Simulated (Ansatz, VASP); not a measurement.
Cs2SnI6: VASP beside Ansatz

```xyz
9
Lattice="0.0000 5.7774 5.7774 5.7774 0.0000 5.7774 5.7774 5.7774 0.0000" Properties=species:S:1:pos:R:3 pbc="T T T"
Cs    2.8887    2.8887    2.8887
Cs    8.6661    8.6661    8.6661
Sn    0.0000    0.0000    0.0000
I     2.8697    5.7774    5.7774
I     5.7774    2.8697    5.7774
I     8.6852    5.7774    5.7774
I     5.7774    8.6852    5.7774
I     5.7774    5.7774    2.8697
I     5.7774    5.7774    8.6852
```

Alike in both runs: functional PBEsol; k mesh 6 × 6 × 6; occupations gaussian, width 0.1 eV; no spin polarisation.

Ansatz relaxed the structure, and its values are those at the end. VASP's run is a single point on that final structure, the one shown.

|  | VASP | Ansatz |
| --- | --- | --- |
| version | VASP 6.6.1 | Ansatz 0.2.0 |
| potentials or method | VASP PAW PBE potentials, release 64 (Cs_sv, Sn_d, I), cutoff 500 eV | scalar-relativistic, plane waves, PAW |
| valence electrons in the cell | 74 | 134 |

```csv
,VASP,Ansatz,Ansatz less VASP
gap on the k mesh at the Fermi level (eV),none,none,-
pressure (GPa),0.0,0.0,-0.03
```

VASP's potentials were made for PBE, not for PBEsol. A gap of «none» marks a metal or a gap that the smearing closes. With one functional, cell and mesh, what is left measures potentials, basis and numerics. VASP's potentials hold 74 valence electrons a cell and Ansatz's 134, so a difference there can come from the potentials and not from the codes.

Spin-orbit coupling is off throughout.
